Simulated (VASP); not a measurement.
# ZrO2 (Fm-3m) in VASP: settings compared

ZrO2 is run at these levels: r2SCAN+rVV10, PBEsol; tasks: single point, relaxation of cell and atoms.

All numbers are computed with VASP 6.6.1; they aren't measurements. Logs are shortened: lines on timing, memory, paths and dates and some standing lists are left out, and cuts for length are marked.

**1. The cell of the first run**

The structure is cubic, space group Fm-3m (No. 225). The conventional cell has a = 5.079 Å, b = 5.079 Å, c = 5.079 Å, α = 90.00°, β = 90.00°, γ = 90.00°. Zr (site symmetry m-3m) has 8 O at 2.20 Å within 2.9 Å. O (site symmetry -43m) has 4 Zr at 2.20 Å and 6 O at 2.54 Å within 2.9 Å.

**2. Single point, r2SCAN+rVV10**

POSCAR

```
ZrO2
1.0
    0.0000000000      2.5394960532      2.5394960532
    2.5394960532      0.0000000000      2.5394960532
    2.5394960532      2.5394960532      0.0000000000
Zr O
1 2
Direct
    0.0000000000      0.0000000000      0.0000000000
    0.2500000000      0.2500000000      0.2500000000
    0.7500000000      0.7500000000      0.7500000000
```

INCAR.step1

```
  PREC = Accurate
  ENCUT = 660
  ISMEAR = -1
  SIGMA = 0.03
  LREAL = False
  LASPH = True
  NELM = 120
  NBANDS = 19
  GGA = PE
  ALGO = Normal
  EDIFF = 1E-5
  LWAVE = True
  LCHARG = False
  GGA_COMPAT = False
```

INCAR.step2

```
  PREC = Accurate
  ENCUT = 660
  EDIFF = 1E-6
  ISMEAR = -1
  SIGMA = 0.03
  LREAL = False
  LASPH = True
  NELM = 120
  ALGO = Normal
  ISIF = 2
  LWAVE = False
  LCHARG = False
  METAGGA = R2SCAN
  LMIXTAU = True
  LUSE_VDW = True
  IVDW_NL = 2
  BPARAM = 11.95
  CPARAM = 0.0093
  NBANDS = 19
  ISTART = 1
  GGA_COMPAT = False
```

KPOINTS

```
Automatic mesh
0
Gamma
  10 10 10
```

Potentials or basis: VASP PAW PBE potentials, release 64 (Zr_sv, O).

Run with:

```console
> cat potpaw_PBE.64/Zr_sv/POTCAR potpaw_PBE.64/O/POTCAR > POTCAR
> cp INCAR.step1 INCAR
> mpirun -np 1 vasp_std > vasp.out
> cp INCAR.step2 INCAR
> mpirun -np 1 vasp_std > vasp.out
```

OUTCAR:

```text
PREC = Accurate
   ENCUT = 660
   EDIFF = 1E-6
   ISMEAR = -1
   LREAL = False
   LASPH = True
   NELM = 120
   ISIF = 2
   METAGGA = R2SCAN
   IVDW_NL = 2
   BPARAM = 11.95
   ISTART = 1

 ion  position               nearest neighbor table
   1  0.000  0.000  0.000-   3 2.20   3 2.20   3 2.20   2 2.20   2 2.20   2 2.20   3 2.20   2 2.20

   2  0.250  0.250  0.250-   1 2.20   1 2.20   1 2.20   1 2.20
   3  0.750  0.750  0.750-   1 2.20   1 2.20   1 2.20   1 2.20

  LATTYP: Found a face centered cubic cell.
 ALAT       =     5.0789921064

  Lattice vectors:

 A1 = (   0.0000000000,   2.5394960532,   2.5394960532)
 A2 = (   2.5394960532,   0.0000000000,   2.5394960532)
 A3 = (   2.5394960532,   2.5394960532,   0.0000000000)

Analysis of symmetry for initial positions (statically):
=====================================================================
 Subroutine PRICEL returns:
 Original cell was already a primitive cell.

 Routine SETGRP: Setting up the symmetry group for a
 face centered cubic supercell.

 Subroutine GETGRP returns: Found 48 space group operations
 (whereof 48 operations were pure point group operations)
 out of a pool of 48 trial point group operations.

The static configuration has the point symmetry O_h .

Analysis of symmetry for dynamics (positions and initial velocities):
=====================================================================
 Subroutine PRICEL returns:
 Original cell was already a primitive cell.

 Routine SETGRP: Setting up the symmetry group for a
 face centered cubic supercell.

 Subroutine GETGRP returns: Found 48 space group operations
 (whereof 48 operations were pure point group operations)
 out of a pool of 48 trial point group operations.

The dynamic configuration has the point symmetry O_h .

 Subroutine INISYM returns: Found 48 space group operations
 (whereof 48 operations are pure point group operations),
 and found     1 'primitive' translations

----------------------------------------------------------------------------------------

                                     Primitive cell

  volume of cell :      32.7546

  direct lattice vectors                    reciprocal lattice vectors
     0.000000000  2.539496053  2.539496053    -0.196889457  0.196889457  0.196889457
[... 79 lines left out ...]
   PREC   = accura    normal or accurate (medium, high low for compatibility)
   ISTART =      1    job   : 0-new  1-cont  2-samecut
   ICHARG =      0    charge: 1-file 2-atom 10-const
   ISPIN  =      1    spin polarized calculation?
   LNONCOLLINEAR =      F non collinear calculations
   LSORBIT =      F    spin-orbit coupling
   LASPH  =      T    aspherical Exc in radial PAW
   ENCUT  =  660.0 eV  48.51 Ry    6.96 a.u.   7.52  7.52  7.52*2*pi/ulx,y,z
   NELM   =    120;   NELMIN=  2; NELMDL=  0     # of ELM steps
   EDIFF  = 0.1E-05   stopping-criterion for ELM
   LREAL  =      F    real-space projection
   EDIFFG = 0.1E-04   stopping-criterion for IOM
   NSW    =      0    number of steps for IOM
   IBRION =     -1    ionic relax: 0-MD 1-quasi-New 2-CG
   NFREE  =      0    steps in history (QN), initial steepest desc. (CG)
   ISIF   =      2    stress and relaxation
   ISYM   =      2    0-nonsym 1-usesym 2-fastsym
   POTIM  = 0.5000    time-step for ionic-motion
   TEBEG  =    0.0;   TEEND  =   0.0 temperature during run
   PSTRESS=    0.0 pullay stress
   NELECT =      24.0000    total number of electrons
   NUPDOWN=      -1.0000    fix difference up-down
   EMIN   =  10.00;   EMAX   =-10.00  energy-range for DOS
   EFERMI =   0.00;   METHOD = LEGACY
   ISMEAR =    -1;   SIGMA  =   0.03  broadening in eV -4-tet -1-fermi 0-gaus
   EFERMI_NEDOS =   21; number of points for ismear=-14 and -15
   IALGO  =     38    algorithm
   IMIX   =      4    mixing-type and parameters
     AMIX     =   0.40;   BMIX     =  1.00
     AMIX_MAG =   1.60;   BMIX_MAG =  1.00
  volume/ion in A,a.u.               =      10.92        73.68
  Fermi-wavevector in a.u.,A,eV,Ry     =   1.475891  2.789030 29.636960  2.178255
  Thomas-Fermi vector in A             =   2.590485
   LORBIT       =      0    0 simple, 1 ext, 2 COOP (PROOUT), +10 PAW based schemes
   METAGGA = R2SCAN    functional components
   LHFCALC =     F    Hartree Fock is set to
   AEXX    =    0.0000 exact exchange contribution
   IVDW_NL    =     2    kernel type
   BPARAM     =11.9500
   IVDW    =     0    specifies the selected vdW correction
   LEPSILON=     F    determine dielectric tensor
   LRPA    =     F    only Hartree local field effects (RPA)
 non-spin polarized calculation
  energy-cutoff  :      660.00
  volume of cell :       32.75
 maximum number of plane-waves:      1295
   NGX = 15   NGY = 15   NGZ = 15

 number of electron      23.9999996 magnetization

 Free energy of the ion-electron system (eV)
  ---------------------------------------------------
  ext. energy  EPLUGINS =         0.00000000
  ---------------------------------------------------
  free energy    TOTEN  =       -45.34520300 eV

  energy without entropy =      -45.34520300  energy(sigma->0) =      -45.34520300

 E-fermi :   7.7035     XC(G=0): -12.6289

 val. band max:        6.9743513887   @ k =   0.5000   0.5000   0.0000
 cond. band min:      10.8553108259   @ k =   0.0000   0.0000   0.0000
 fundamental gap:      3.8809594372
 Fermi energy:         7.7034584307

 k-point     1 :       0.0000    0.0000    0.0000
  band No.  band energies     occupation
      1     -42.5546      2.00000
      2     -19.6536      2.00000
      3     -19.6536      2.00000
      4     -19.6536      2.00000
      5     -12.2553      2.00000
      6      -9.6939      2.00000
[... 505 lines left out ...]
      6     -10.5281      2.00000
[... 11 lines left out ...]
     18      17.9922      0.00000
     19      22.9598      0.00000

 [... further k-points ...]
[... 5 lines left out ...]
  --------------------------------------------------------------------------------------
  -------------------------------------------------------------------------------------
  Total        0.0314144      0.0314144      0.0314144     -0.0000000      0.0000000      0.0000000
  in kB        1.5366194      1.5366194      1.5366194     -0.0000000      0.0000000      0.0000000
  external PRESSURE =       1.5366194 kB  Pullay stress =       0.0000000 kB

 VOLUME and BASIS-vectors are now :
 -----------------------------------------------------------------------------
  energy-cutoff  :      660.00
  volume of cell :       32.75
      direct lattice vectors                 reciprocal lattice vectors
     0.000000000  2.539496053  2.539496053    -0.196889457  0.196889457  0.196889457
     2.539496053  0.000000000  2.539496053     0.196889457 -0.196889457  0.196889457
     2.539496053  2.539496053  0.000000000     0.196889457  0.196889457 -0.196889457

 POSITION                                       TOTAL-FORCE (eV/Angst)
 -----------------------------------------------------------------------------------
      0.00000      0.00000      0.00000        -0.000000      0.000000     -0.000000
      1.26975      1.26975      1.26975        -0.000000     -0.000000     -0.000000
      3.80924      3.80924      3.80924         0.000000      0.000000      0.000000
 -----------------------------------------------------------------------------------
    total drift:                                0.000000     -0.000000      0.000000

  FREE ENERGIE OF THE ION-ELECTRON SYSTEM (eV)
  ---------------------------------------------------
  free  energy   TOTEN  =       -45.3452030035 eV

  energy  without entropy=      -45.3452030035  energy(sigma->0) =      -45.34520300
```

It took 4.8 min on 1 thread of AMD EPYC 7R13, shared host; peak memory 0.28 GiB.

Results:

| Item | Value |
| --- | --- |
| Free energy | -45.3452 eV |
| Pressure | 0.2 GPa |
| Band gap on the k mesh | 3.88 eV, indirect (least direct gap 4.27 eV) |

Caveat: the PAW data sets were made with another functional, which shifts forces and pressure a little.

**3. Single point, PBEsol**

This run uses another cell than the first one, of 10.82 Å³/atom, 0.991 times its volume.

INCAR

```
ALGO = Normal
EDIFF = 1E-6
ENCUT = 600
GGA = PS
GGA_COMPAT = F
ISIF = 2
ISMEAR = -1
LASPH = T
LCHARG = F
LREAL = F
LWAVE = F
NBANDS = 19
NELM = 120
PREC = Accurate
SIGMA = 0.03
```

KPOINTS

```
k-points
0
Gamma
  6 6 6
```

POSCAR

```
ZrO2
1.0
    0.0000000000      2.5320828484      2.5320828484
    2.5320828484      0.0000000000      2.5320828484
    2.5320828484      2.5320828484      0.0000000000
Zr O
1 2
Direct
    0.0000000000      0.0000000000      0.0000000000
    0.2500000000      0.2500000000      0.2500000000
    0.7500000000      0.7500000000      0.7500000000
```

Potentials or basis: VASP PAW PBE potentials, release 64 (Zr_sv, O).

Run with:

```console
> cat potpaw_PBE.64/Zr_sv/POTCAR potpaw_PBE.64/O/POTCAR > POTCAR
> mpirun -np 1 vasp_std > vasp.out
```

Wall time 15 s (1 thread of Intel Xeon 6975P-C, shared host); peak memory 0.17 GiB.

Results (log left out):

```
Free energy            : -29.9291 eV
Pressure               : 0.2 GPa
Band gap on the k mesh : 3.32 eV, indirect (least direct gap 3.76 eV)
```

Levels at points of the mesh, in eV from the valence-band top:
| k point | band 9 | band 10 | band 11 | band 12 | band 13 | band 14 | band 15 | band 16 |
| --- | --- | --- | --- | --- | --- | --- | --- | --- |
| (0.00, 0.00, 0.00) | -5.37 | -0.55 | -0.55 | -0.55 | 3.32 | 3.32 | 6.49 | 9.59 |
| (0.50, 0.00, 0.00) | -2.60 | -2.52 | -1.67 | -1.67 | 4.00 | 4.00 | 6.23 | 8.64 |
| (0.50, 0.50, 0.00) | -3.21 | -1.55 | -1.55 | 0.00 | 3.76 | 4.78 | 5.97 | 7.42 |

Caveat: the PAW data sets were made with another functional, which shifts forces and pressure a little.

**4. Relaxation of cell and atoms, PBEsol**

This run uses another cell than the first one, of 15.25 Å³/atom, 1.397 times its volume.

INCAR

```
SYSTEM = ZrO2
PREC = Accurate ; ENCUT = 600
EDIFF = 1E-7 ; ISMEAR = -1
SIGMA = 0.03 ; LREAL = .False.
LASPH = .True. ; NELM = 120
ALGO = Normal ; ISIF = 3
LWAVE = .False. ; LCHARG = .False.
GGA = PS ; IBRION = 2
NSW = 100 ; EDIFFG = -0.01
GGA_COMPAT = .False. ; NELMIN = 4
```

KPOINTS

```
Automatic mesh
0
Gamma
  6 6 6
  0 0 0
```

POSCAR

```
ZrO2
1.0
    0.0000000000      2.8388760067      2.8388760067
    2.8388760067      0.0000000000      2.8388760067
    2.8388760067      2.8388760067      0.0000000000
Zr O
1 2
Direct
    0.0000000000      0.0000000000      0.0000000000
    0.2500000000      0.2500000000      0.2500000000
    0.7500000000      0.7500000000      0.7500000000
```

Run with:

```console
> cat potpaw_PBE.64/Zr_sv/POTCAR potpaw_PBE.64/O/POTCAR > POTCAR
> mpirun -np 1 vasp_std > vasp.out
```

Wall time 74 s (1 thread of Intel Xeon 6975P-C, shared host); peak memory 0.2 GiB.

The run converged. Its results:

| Property | Result |
| --- | --- |
| Free energy | -29.9597 eV |
| Relaxed volume | 10.84 Å³/atom |
| Relaxed cell | a = 3.583 Å, b = 3.583 Å, c = 3.583 Å, α = 60.00°, β = 60.00°, γ = 60.00° |
| Space group after relaxing (to 0.05 Å) | Fm-3m (No. 225) |
| Energy gained by relaxing | 783.0 meV/atom |
| Ionic steps | 7 |
| Pressure after relaxing | 0.0 GPa |
| Band gap on the k mesh | 3.32 eV, indirect (least direct gap 3.76 eV) |

Step by step:
| step | energy change (eV) | largest force (eV/Å) | pressure (GPa) | volume (Å³) |
| --- | --- | --- | --- | --- |
| 1 | 0.0000 | 0.0000 | -41.92 | 45.76 |
| 2 | 0.5587 | 0.0000 | 142.83 | 24.09 |
| 3 | -2.3381 | 0.0000 | -5.05 | 33.19 |
| 4 | -2.3479 | 0.0000 | -1.63 | 32.73 |
| 5 | -2.3490 | 0.0000 | 0.17 | 32.49 |
| 6 | -2.3490 | 0.0000 | -0.22 | 32.54 |
| 7 | -2.3490 | 0.0000 | 0.00 | 32.52 |

Final structure:
```
CELL_PARAMETERS angstrom
0.00000 2.53331 2.53331
2.53331 0.00000 2.53331
2.53331 2.53331 0.00000
ATOMIC_POSITIONS crystal
Zr 0.00000 0.00000 0.00000
O 0.25000 0.25000 0.25000
O 0.75000 0.75000 0.75000
```

Levels at points of the mesh, in eV from the valence-band top:
```tsv
k point	band 8	band 9	band 10	band 11	band 12	band 13	band 14	band 15	band 16
(0.00, 0.00, 0.00)	-5.36	-5.36	-0.55	-0.55	-0.55	3.32	3.32	6.48	9.57
(0.50, 0.00, 0.00)	-4.34	-2.60	-2.52	-1.67	-1.67	4.00	4.00	6.22	8.63
(0.50, 0.50, 0.00)	-3.20	-3.20	-1.54	-1.54	0.00	3.76	4.78	5.95	7.41
```

Caveat: the volume moved by over 15 % at a fixed basis, so the end points are rough; the PAW data sets were made with another functional, which shifts forces and pressure a little. A k mesh can miss the band edges.

**5. Summary**

```tsv
task	level	cell	k mesh	cutoff (eV)	gap on the mesh (eV)	pressure (GPa)
single point	r2SCAN+rVV10	a = 3.591 Å, angles 60.0°, 3 atoms	10 × 10 × 10	660	3.88	0.2
single point	PBEsol	a = 3.581 Å, angles 60.0°, 3 atoms	6 × 6 × 6	600	3.32	0.2
relaxation of cell and atoms	PBEsol	relaxed from a = 4.015 Å, angles 60.0°, 3 atoms	6 × 6 × 6	600	3.32	0.0
```

Alike in all rows: potentials or basis VASP PAW PBE potentials, release 64 (Zr_sv, O); no spin polarisation; smearing fermi-dirac 0.03 eV.

Caveats: the PAW data sets were made with another functional, which shifts forces and pressure a little; the volume moved by over 15 % at a fixed basis, so the end points are rough (some runs).

Total energies depend on the potentials used, so only differences within one code and one set of settings carry meaning.
